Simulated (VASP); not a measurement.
A run of VASP 6.6.1 is set up as follows.

Contents of INCAR:

```
  PREC = Accurate
  ENCUT = 520
  EDIFF = 1E-7
  ISMEAR = -1
  SIGMA = 0.05
  LREAL = False
  LASPH = True
  NELM = 100
  ALGO = Normal
  ISIF = 2
  LWAVE = False
  LCHARG = False
  GGA = PE
  NBANDS = 12
```

Contents of KPOINTS:

```
regular mesh
0
Gamma
  13 13 13
```

Contents of POSCAR:

```
Tl
1.0
    3.2511714794      0.0000000000      0.0000000000
    0.0000000000      3.2511714794      0.0000000000
    0.0000000000      0.0000000000      3.2511714794
Tl
1
Direct
    0.0000000000      0.0000000000      0.0000000000
```

Potentials or basis: VASP PAW PBE potentials, release 64 (Tl_d).

Launch:

```bash
$ cat potpaw_PBE.64/Tl_d/POTCAR > POTCAR
$ mpirun -np 1 vasp_std > vasp.out
```

Question: Estimate the pressure.

Answer: -0.1 GPa.
